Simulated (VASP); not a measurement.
SiO2, 12 atoms in the cell. The structure is orthorhombic, space group Fddd (No. 70). Conventional cell: a = 4.719 Å, b = 9.433 Å, c = 14.726 Å, α = 90.00°, β = 90.00°, γ = 90.00°. Within 2.1 Å of Si (site symmetry 2) lie 4 O at 1.60 to 1.62 Å. O (site symmetry 2) has 2 Si at 1.62 Å within 2.2 Å. Within 2.1 Å of O (site symmetry -1) lie 2 Si at 1.60 Å. 

* Program: VASP 6.6.1
* Task: single point
* Functional: PBE
* Potentials or basis: VASP PAW PBE potentials, release 64 (Si, O)
* Cutoff: 520 eV
* k mesh: 3 × 3 × 3
* Occupations: fermi-dirac, width 0.05 eV
* Spin: no spin polarisation
* Dipole correction: no
* Further INCAR settings: ALGO = Normal; EDIFF = 1e-07; NBANDS = 44

Potentials or basis: VASP PAW PBE potentials, release 64 (Si, O).

Launch:

```bash
$ cat potpaw_PBE.64/Si/POTCAR potpaw_PBE.64/O/POTCAR > POTCAR
$ mpirun -np 1 vasp_std > vasp.out
```

Hardware: 1 thread of Intel(R) Xeon(R) Platinum 8375C CPU @ 2.90GHz (Ice Lake) (shared host).

**Question.** Estimate the wall time of this run.

**Answer.** Wall time 80 s on 1 thread of Intel(R) Xeon(R) Platinum 8375C CPU @ 2.90GHz (Ice Lake), with other jobs on the host, peak memory 0.42 GiB. Counts: scf iterations 15, k points 8.
